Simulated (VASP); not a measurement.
Write the native input for VASP 6.6.1 that does the following.

```yaml
Task: single point
Functional: LDA
Potentials_or_basis: VASP PAW LDA potentials, release 64 (Sr_sv, O)
Cutoff: 520 eV
k_mesh: 8 × 8 × 8
Occupations: gaussian, width 0.01 eV
Spin: no spin polarisation
Dipole_correction: no
Further_INCAR_settings: ALGO = Normal; EDIFF = 1e-06; NBANDS = 15
```

The structure of SrO lies in POSCAR:

```
SrO
1.0
    0.0000000000      2.7922805133      2.7922805133
    2.7922805133      0.0000000000      2.7922805133
    2.7922805133      2.7922805133      0.0000000000
Sr O
1 1
Direct
    0.0000000000      0.0000000000      0.0000000000
    0.2500000000      0.2500000000      0.2500000000
```

One way to write it, as run:

INCAR

```
SYSTEM = SrO
PREC     = Accurate       ! precision mode
ENCUT    = 520            ! plane-wave cutoff, eV
EDIFF    = 1E-6           ! SCF threshold, eV
ISMEAR   = 0              ! smearing method
SIGMA    = 0.01           ! smearing width, eV
LREAL    = .False.        ! projectors in reciprocal space
LASPH    = .True.         ! aspherical terms in the spheres
NELM     = 80             ! most SCF steps
ALGO     = Normal         ! electronic algorithm
ISIF     = 2              ! what is computed and relaxed
LWAVE    = .False.        ! write WAVECAR
LCHARG   = .True.         ! write CHGCAR
LELF     = .True.         ! ELF
LVHAR    = .True.       
NBANDS   = 15             ! bands
```

KPOINTS

```
Automatic mesh
0
Gamma
  8 8 8
  0 0 0
```

Potentials or basis: VASP PAW LDA potentials, release 64 (Sr_sv, O).

Command:

```bash
$ cat potpaw_LDA.64/Sr_sv/POTCAR potpaw_LDA.64/O/POTCAR > POTCAR
$ mpirun -np 1 vasp_std > vasp.out
```

Results of the run:

| Property | Result |
| --- | --- |
| Pressure | -3.3 GPa |
| Band gap on the k mesh | 2.31 eV (least direct gap 3.18 eV) |

Caveat: the cell stands under tension.

Wall time 18 s on 1 thread of Intel Xeon 8259CL (shared host), peak memory 0.16 GiB.
